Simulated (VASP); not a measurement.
A run of VASP 6.6.1 is set up as follows.

File INCAR:

```
PREC = Accurate
ENCUT = 600
EDIFF = 1E-6
ISMEAR = -1
SIGMA = 0.1
LREAL = F
LASPH = T
NELM = 80
ALGO = Normal
ISIF = 3
LWAVE = F
LCHARG = F
GGA = PE
IBRION = 2
NSW = 80
EDIFFG = -0.02
PSTRESS = 200.0
```

Contents of KPOINTS:

```
regular mesh
0
Gamma
  7 7 7
```

POSCAR

```
Zn
1.0
    0.0000000000      2.7100000000      2.7100000000
    2.7100000000      0.0000000000      2.7100000000
    2.7100000000      2.7100000000      0.0000000000
Zn
2
Direct
    0.0000000000      0.0000000000      0.0000000000
    0.2500000000      0.2500000000      0.2500000000
```

Potentials or basis: VASP PAW PBE potentials, release 64 (Zn).

Launch:

```console
$ cat potpaw_PBE.64/Zn/POTCAR > POTCAR
$ mpirun -np 1 vasp_std > vasp.out
```

Q: What does it give for the space group after relaxing (to 0.05 Å)?

A: Fd-3m (No. 227).

Q: Predict the band gap on the k mesh.

A: Zero (band 12 reaches 8.66 eV, above the bottom of band 13 at 0.73 eV).

Q: Predict the relaxed cell.

A: a = 3.699 Å, b = 3.699 Å, c = 3.699 Å, α = 60.00°, β = 60.00°, γ = 60.00°.

Final structure:
```cif
data_structure
_symmetry_space_group_name_H-M 'P 1'
_symmetry_Int_Tables_number 1
_cell_length_a 3.6986
_cell_length_b 3.6986
_cell_length_c 3.6986
_cell_angle_alpha 60.000
_cell_angle_beta 60.000
_cell_angle_gamma 60.000
_cell_volume 35.78
loop_
_atom_site_label
_atom_site_type_symbol
_atom_site_fract_x
_atom_site_fract_y
_atom_site_fract_z
_atom_site_occupancy
Zn1 Zn 0.00000 0.00000 0.00000 1
Zn2 Zn 0.25000 0.25000 0.25000 1
```

Caveat: the cell is relaxed towards a set pressure, so the enthalpy falls and the energy may rise.
